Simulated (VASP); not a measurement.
Here is a VASP 6.6.1 calculation.

File POSCAR:

```
AlN
1.0
    0.0000000000      2.0918582911      1.9245096279
    2.0918582911      0.0000000000      1.9245096279
    2.0918582911      2.0918582911      0.0000000000
Al N
1 1
Direct
    0.5000000000      0.5000000000      0.5000000000
    0.0000000000      0.0000000000      0.0000000000
```

INCAR.step1

```
ALGO = Normal
EDIFF = 1E-4
ENCUT = 520
GGA = PE
ISMEAR = 0
LASPH = T
LCHARG = F
LREAL = F
LWAVE = T
NBANDS = 11
NELM = 60
PREC = Accurate
SIGMA = 0.05
```

INCAR.step2

```
ALGO = Normal
EDIFF = 1E-6
ENCUT = 520
ISIF = 2
ISMEAR = 0
ISTART = 1
LASPH = T
LCHARG = F
LMIXTAU = T
LREAL = F
LWAVE = F
METAGGA = R2SCAN
NBANDS = 11
NELM = 60
PREC = Accurate
SIGMA = 0.05
```

The input KPOINTS:

```
k-points
0
Gamma
  10 10 10
```

Potentials or basis: VASP PAW PBE potentials, release 64 (Al, N).

Run with:

```console
$ cat potpaw_PBE.64/Al/POTCAR potpaw_PBE.64/N/POTCAR > POTCAR
$ cp INCAR.step1 INCAR
$ mpirun -np 1 vasp_std > vasp.out
$ cp INCAR.step2 INCAR
$ mpirun -np 1 vasp_std > vasp.out
```

Task: Estimate the pressure.

Result: -3.4 GPa.

Task: What does it give for the band gap on the k mesh?

Result: 4.75 eV (least direct gap 5.91 eV).

Stress tensor (GPa, compression positive):
```
-11.68   0.00   0.00
  0.00 -11.68   0.00
  0.00   0.00  13.28
```

Caveat: the cell stands under tension; the PAW data sets were made with another functional, which shifts forces and pressure a little. A k mesh can miss the band edges.
